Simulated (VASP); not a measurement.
# As (C2/c) in VASP: a series of runs

Runs on As. Level: LDA. Tasks: single point.

Everything below comes from runs of VASP 6.6.1. Logs are shortened: lines on timing, memory, paths and dates and some standing lists are left out, and cuts for length are marked.

### 1 The cell of the first run

It takes space group C2/c (No. 15, monoclinic). The conventional cell has a = 2.743 Å, b = 7.778 Å, c = 3.631 Å, α = 90.00°, β = 90.11°, γ = 90.00°. As (site symmetry 2) has 8 As at 2.43 to 3.21 Å within 3.3 Å.

### 2 Single point, LDA (19.37 Å³/atom)

Input file INCAR:

```
PREC = Accurate
ENCUT = 510
EDIFF = 1E-6
ISMEAR = -1
SIGMA = 0.1
LREAL = False
LASPH = True
NELM = 120
ALGO = Normal
ISIF = 2
LWAVE = False
LCHARG = True
LELF = True
LVHAR = True
NBANDS = 22
GGA_COMPAT = False
```

Input file KPOINTS:

```
Automatic mesh
0
Gamma
  16 16 10
```

Input file POSCAR:

```
As
1.0
   -2.9308481976      2.5687861534      1.3475062770
    2.5687861534     -2.9308481976      1.3475062770
    2.8834439508      2.8834439508     -2.0106235741
As
2
Direct
    0.0208380531      0.9791619469      0.0000000000
    0.7291619469      0.2708380531      0.5000000000
```

Potentials or basis: VASP PAW LDA potentials, release 64 (As_d).

Started as:

```console
cat potpaw_LDA.64/As_d/POTCAR > POTCAR
mpirun -np 1 vasp_std > vasp.out
```

OUTCAR:

```text
PREC = Accurate
   ENCUT = 510
   EDIFF = 1E-6
   ISMEAR = -1
   LREAL = False
   LASPH = True
   NELM = 120
   ISIF = 2

 ion  position               nearest neighbor table
   1  0.021  0.979  0.000-   2 2.43   2 2.43
   2  0.729  0.271  0.500-   1 2.43   1 2.43

  Warning from LATTYP: Got some problem with cell dimensions!
  Tried to take original basis but could not verify dimensions!
  LATTYP: Found a base centered monoclinic cell.
 ALAT       =     2.7432226512
 B/A-ratio  =     2.8352264749
 C/A-ratio  =     1.3235735286
 COS(beta)  =    -0.0018717924

  Lattice vectors:

 A1 = (   2.9308481976,  -2.5687861534,  -1.3475062770)
 A2 = (  -2.5687861534,   2.9308481976,  -1.3475062770)
 A3 = (   2.5213819066,   2.5213819066,   0.6843889799)

Analysis of symmetry for initial positions (statically):
=====================================================================
 Subroutine PRICEL returns:
 Original cell was already a primitive cell.

 Routine SETGRP: Setting up the symmetry group for a
 base centered monoclinic supercell.

 Subroutine GETGRP returns: Found  4 space group operations
 (whereof  2 operations were pure point group operations)
 out of a pool of  4 trial point group operations.

The static configuration has the point symmetry C_2 .
 The point group associated with its full space group is C_2h.

Analysis of symmetry for dynamics (positions and initial velocities):
=====================================================================
 Subroutine PRICEL returns:
 Original cell was already a primitive cell.

 Routine SETGRP: Setting up the symmetry group for a
 base centered monoclinic supercell.

 Subroutine GETGRP returns: Found  4 space group operations
 (whereof  2 operations were pure point group operations)
 out of a pool of  4 trial point group operations.

The dynamic configuration has the point symmetry C_2 .
 The point group associated with its full space group is C_2h.

 Subroutine INISYM returns: Found  4 space group operations
 (whereof  2 operations are pure point group operations),
 and found     1 'primitive' translations

----------------------------------------------------------------------------------------

                                     Primitive cell

  volume of cell :      38.7336

  direct lattice vectors                    reciprocal lattice vectors
    -2.930848198  2.568786153  1.347506277     0.051825079  0.233655349  0.409408715
     2.568786153 -2.930848198  1.347506277     0.233655349  0.051825079  0.409408715
     2.883443951  2.883443951 -2.010623574     0.191327046  0.191327046  0.051407747

  length of vectors
     4.123627848  4.123627848  4.546548712     0.474232177  0.474232177  0.275417562

  position of ions in fractional coordinates (direct lattice)
     0.020838053  0.979161947  0.000000000
     0.729161947  0.270838053  0.500000000

  ion indices of the primitive-cell ions
   primitive index   ion index
                 1           1
                 2           2

----------------------------------------------------------------------------------------

 KPOINTS: Automatic mesh

Automatic generation of k-mesh.
 Grid dimensions read from file:
 generate k-points for:   16   16   10

 Generating k-lattice:

  Cartesian coordinates                     Fractional coordinates (reciprocal lattice)
     0.003239067  0.014603459  0.025588045     0.062500000  0.000000000 -0.000000000
     0.014603459  0.003239067  0.025588045     0.000000000  0.062500000 -0.000000000
     0.019132705  0.019132705  0.005140775     0.000000000  0.000000000  0.100000000

  Length of vectors
     0.029639511  0.029639511  0.027541756

  Shift w.r.t. Gamma in fractional coordinates (k-lattice)
     0.000000000  0.000000000  0.000000000

 Subroutine IBZKPT returns following result:
 ===========================================

 Found    690 irreducible k-points:

 Following reciprocal coordinates:
            Coordinates               Weight
  0.000000  0.000000  0.000000      1.000000
  0.062500  0.000000  0.000000      4.000000
  0.125000  0.000000  0.000000      4.000000
  0.187500 -0.000000  0.000000      4.000000
  0.250000  0.000000  0.000000      4.000000
  0.312500 -0.000000  0.000000      4.000000
[... 16 lines left out ...]
 -0.125000  0.062500 -0.000000      4.000000
 -0.062500  0.062500  0.000000      2.000000
 [... further k-points ...]
   k-points           NKPTS =    690   k-points in BZ     NKDIM =    690   number of bands    NBANDS=     22
   number of dos      NEDOS =    301   number of ions     NIONS =      2
   total plane-waves  NPLWV =  32400
   dimension x,y,z NGX =    30 NGY =   30 NGZ =   36
   dimension x,y,z NGXF=    60 NGYF=   60 NGZF=   72
   ions per type =               2
   NGX,Y,Z   is equivalent  to a cutoff of  12.09, 12.09, 13.16 a.u.
   NGXF,Y,Z  is equivalent  to a cutoff of  24.19, 24.19, 26.33 a.u.
 SYSTEM =  unknown system
   PREC   = accura    normal or accurate (medium, high low for compatibility)
   ISTART =      0    job   : 0-new  1-cont  2-samecut
   ICHARG =      2    charge: 1-file 2-atom 10-const
   ISPIN  =      1    spin polarized calculation?
   LNONCOLLINEAR =      F non collinear calculations
   LSORBIT =      F    spin-orbit coupling
   LASPH  =      T    aspherical Exc in radial PAW
   ENCUT  =  510.0 eV  37.48 Ry    6.12 a.u.   7.59  7.59  8.37*2*pi/ulx,y,z
   NELM   =    120;   NELMIN=  2; NELMDL= -5     # of ELM steps
   EDIFF  = 0.1E-05   stopping-criterion for ELM
   LREAL  =      F    real-space projection
   EDIFFG = 0.1E-04   stopping-criterion for IOM
   NSW    =      0    number of steps for IOM
   IBRION =     -1    ionic relax: 0-MD 1-quasi-New 2-CG
   NFREE  =      0    steps in history (QN), initial steepest desc. (CG)
   ISIF   =      2    stress and relaxation
   ISYM   =      2    0-nonsym 1-usesym 2-fastsym
   POTIM  = 0.5000    time-step for ionic-motion
   TEBEG  =    0.0;   TEEND  =   0.0 temperature during run
   PSTRESS=    0.0 pullay stress
   NELECT =      30.0000    total number of electrons
   NUPDOWN=      -1.0000    fix difference up-down
   EMIN   =  10.00;   EMAX   =-10.00  energy-range for DOS
   EFERMI =   0.00;   METHOD = LEGACY
   ISMEAR =    -1;   SIGMA  =   0.10  broadening in eV -4-tet -1-fermi 0-gaus
   EFERMI_NEDOS =   21; number of points for ismear=-14 and -15
   IALGO  =     38    algorithm
   IMIX   =      4    mixing-type and parameters
     AMIX     =   0.40;   BMIX     =  1.00
     AMIX_MAG =   1.60;   BMIX_MAG =  1.00
  volume/ion in A,a.u.               =      19.37       130.69
  Fermi-wavevector in a.u.,A,eV,Ry     =   1.503439  2.841088 30.753644  2.260329
  Thomas-Fermi vector in A             =   2.614549
   LORBIT       =      0    0 simple, 1 ext, 2 COOP (PROOUT), +10 PAW based schemes
   GGA     = CA    functional components
   LHFCALC =     F    Hartree Fock is set to
   AEXX    =    0.0000 exact exchange contribution
   IVDW    =     0    specifies the selected vdW correction
   LEPSILON=     F    determine dielectric tensor
   LRPA    =     F    only Hartree local field effects (RPA)
 non-spin polarized calculation
  energy-cutoff  :      510.00
  volume of cell :       38.73
 maximum number of plane-waves:      1037
   NGX = 15   NGY = 15   NGZ = 17

 number of electron      29.9999983 magnetization

 Free energy of the ion-electron system (eV)
  ---------------------------------------------------
  ext. energy  EPLUGINS =         0.00000000
  ---------------------------------------------------
  free energy    TOTEN  =       -10.54281822 eV

  energy without entropy =      -10.52099780  energy(sigma->0) =      -10.53190801

 E-fermi :   4.3599     XC(G=0): -11.5840

 val. band max:        4.3550730590   @ k =   0.5000   0.0625   0.3000
 cond. band min:       4.3728529490   @ k =  -0.1250   0.3750   0.2000
 fundamental gap:      0.0177798900
 Fermi energy:         4.3599118534

 k-point     1 :       0.0000    0.0000    0.0000
  band No.  band energies     occupation
      1     -31.8048      2.00000
      2     -31.7902      2.00000
      3     -31.7410      2.00000
      4     -31.7210      2.00000
      5     -31.7147      2.00000
      6     -31.6944      2.00000
[... 14 lines left out ...]
     21      13.7393      0.00000
     22      15.2876      0.00000

 k-point     2 :       0.0625    0.0000    0.0000
  band No.  band energies     occupation
      1     -31.8039      2.00000
      2     -31.7871      2.00000
      3     -31.7393      2.00000
      4     -31.7175      2.00000
      5     -31.7160      2.00000
      6     -31.6966      2.00000
[... 14 lines left out ...]
     21      14.4773      0.00000
     22      15.9197      0.00000

 k-point     3 :       0.1250    0.0000    0.0000
  band No.  band energies     occupation
      1     -31.8010      2.00000
      2     -31.7784      2.00000
      3     -31.7346      2.00000
      4     -31.7198      2.00000
      5     -31.7076      2.00000
      6     -31.7024      2.00000
[... 14 lines left out ...]
     21      16.2241      0.00000
     22      17.0102      0.00000

 k-point     4 :       0.1875   -0.0000    0.0000
  band No.  band energies     occupation
      1     -31.7958      2.00000
      2     -31.7660      2.00000
      3     -31.7283      2.00000
      4     -31.7248      2.00000
      5     -31.7101      2.00000
      6     -31.6927      2.00000
[... 14 lines left out ...]
     21      15.9343      0.00000
     22      16.4749      0.00000

 k-point     5 :       0.2500    0.0000    0.0000
  band No.  band energies     occupation
      1     -31.7885      2.00000
      2     -31.7529      2.00000
      3     -31.7312      2.00000
      4     -31.7198      2.00000
      5     -31.7185      2.00000
      6     -31.6820      2.00000
[... 417 lines left out ...]
 k-point    22 :      -0.1875    0.0625   -0.0000
  band No.  band energies     occupation
      1     -31.7999      2.00000
      2     -31.7787      2.00000
      3     -31.7340      2.00000
      4     -31.7201      2.00000
      5     -31.7073      2.00000
      6     -31.7025      2.00000
[... 14 lines left out ...]
     21      16.4520      0.00000
     22      16.8894      0.00000

 k-point    23 :      -0.1250    0.0625   -0.0000
  band No.  band energies     occupation
      1     -31.8031      2.00000
      2     -31.7873      2.00000
      3     -31.7388      2.00000
      4     -31.7173      2.00000
      5     -31.7163      2.00000
      6     -31.6970      2.00000
[... 14 lines left out ...]
     21      14.7837      0.00000
     22      16.3190      0.00000

 k-point    24 :      -0.0625    0.0625    0.0000
  band No.  band energies     occupation
      1     -31.8044      2.00000
      2     -31.7903      2.00000
      3     -31.7408      2.00000
      4     -31.7209      2.00000
      5     -31.7148      2.00000
      6     -31.6947      2.00000
[... 14 lines left out ...]
     21      14.0475      0.00000
     22      15.4676      0.00000

 [... further k-points ...]

------------------------ aborting loop because EDIFF is reached ----------------------------------------

  FORCE on cell =-STRESS in cart. coord.  units (eV):
  Direction    XX          YY          ZZ          XY          YZ          ZX
  --------------------------------------------------------------------------------------
  -------------------------------------------------------------------------------------
  Total        0.9460976      0.9460976      1.0837610      0.1008330     -0.0013408     -0.0013408
  in kB       39.1343628     39.1343628     44.8286713      4.1708526     -0.0554616     -0.0554614
  external PRESSURE =      41.0324657 kB  Pullay stress =       0.0000000 kB

 VOLUME and BASIS-vectors are now :
 -----------------------------------------------------------------------------
  energy-cutoff  :      510.00
  volume of cell :       38.73
      direct lattice vectors                 reciprocal lattice vectors
    -2.930848198  2.568786153  1.347506277     0.051825079  0.233655349  0.409408715
     2.568786153 -2.930848198  1.347506277     0.233655349  0.051825079  0.409408715
     2.883443951  2.883443951 -2.010623574     0.191327046  0.191327046  0.051407747

 POSITION                                       TOTAL-FORCE (eV/Angst)
 -----------------------------------------------------------------------------------
      2.45418     -2.81625      1.34751         0.213745     -0.213745     -0.000000
      0.00038      2.52100      0.34219        -0.213745      0.213745      0.000000
 -----------------------------------------------------------------------------------
    total drift:                               -0.000000     -0.000000      0.000000

  FREE ENERGIE OF THE ION-ELECTRON SYSTEM (eV)
  ---------------------------------------------------
  free  energy   TOTEN  =       -10.5428182248 eV

  energy  without entropy=      -10.5209978013  energy(sigma->0) =      -10.53190801
```

It took 3.5 min on 1 thread of Intel Xeon 6975P-C (Granite Rapids), shared host; peak memory 0.51 GiB.

What came out:

* Free energy: -10.5428 eV
* Pressure: 4.1 GPa
* Largest force: 0.302 eV/Å
* Band gap on the k mesh: zero (bands 15 and 16 overlap by 8.51 eV)

Forces on the atoms (eV/Å):
```
As   0.214 -0.214  0.000
As  -0.214  0.214  0.000
```

Stress tensor (GPa, compression positive):
```
 3.91  0.42 -0.01
 0.42  3.91 -0.01
-0.01 -0.01  4.48
```

Caveat: the cell stands under pressure.

### 3 Single point, LDA (18.56 Å³/atom)

This run uses another cell than the first one, of 18.56 Å³/atom.

Input file INCAR:

```
SYSTEM = As
PREC = Accurate ; ENCUT = 510
EDIFF = 1E-6 ; ISMEAR = -1
SIGMA = 0.1 ; LREAL = .False.
LASPH = .True. ; NELM = 120
ALGO = Normal ; ISIF = 2
LWAVE = .False. ; LCHARG = .False.
GGA = CA ; NBANDS = 22
GGA_COMPAT = .False.
```

Input file KPOINTS:

```
regular mesh
0
Gamma
  16 16 10
  0 0 0
```

Input file POSCAR:

```
As
1.0
   -2.8895631463      2.5326012468      1.3285247869
    2.5326012468     -2.8895631463      1.3285247869
    2.8428266539      2.8428266539     -1.9823011596
As
2
Direct
    0.0208380531      0.9791619469      0.0000000000
    0.7291619469      0.2708380531      0.5000000000
```

Potentials or basis: VASP PAW LDA potentials, release 64 (As_d).

Started as:

```console
cat potpaw_LDA.64/As_d/POTCAR > POTCAR
mpirun -np 1 vasp_std > vasp.out
```

Run time: 7.4 min. Hardware: 1 thread of Intel Xeon Platinum 8488C (Sapphire Rapids), shared host; peak memory 0.49 GiB.

It converged, with:

```yaml
Free_energy: -10.4781 eV
Pressure: 8.8 GPa
Largest_force: 0.631 eV/Å
Band_gap_on_the_k_mesh: zero (bands 15 and 16 overlap by 8.91 eV)
```

Forces on the atoms (eV/Å):
```
As   0.446 -0.446  0.000
As  -0.446  0.446  0.000
```

Stress tensor (GPa, compression positive):
```
8.70 0.91 0.10
0.91 8.70 0.10
0.10 0.10 8.99
```

Levels at points of the mesh, in eV from the Fermi level:
```tsv
k point	band 12	band 13	band 14	band 15	band 16	band 17	band 18	band 19
(0.00, 0.00, 0.00)	-8.21	-4.60	-4.26	1.25	4.41	4.61	5.90	6.66
(0.50, 0.00, 0.00)	-9.66	-5.18	-5.17	-2.26	-2.24	2.29	2.31	8.16
(0.50, 0.50, 0.00)	-11.83	-3.02	-0.93	-0.17	0.44	3.28	8.27	8.78
(0.00, 0.00, 0.50)	-13.19	-2.76	-2.76	-0.26	-0.26	6.00	6.00	11.43
(0.50, 0.00, 0.50)	-8.04	-5.59	-3.72	-1.40	0.75	2.66	4.26	7.75
(0.50, 0.50, 0.50)	-12.38	-7.10	-7.10	5.59	5.59	7.02	7.02	10.56
```

Caveat: the cell stands under pressure.
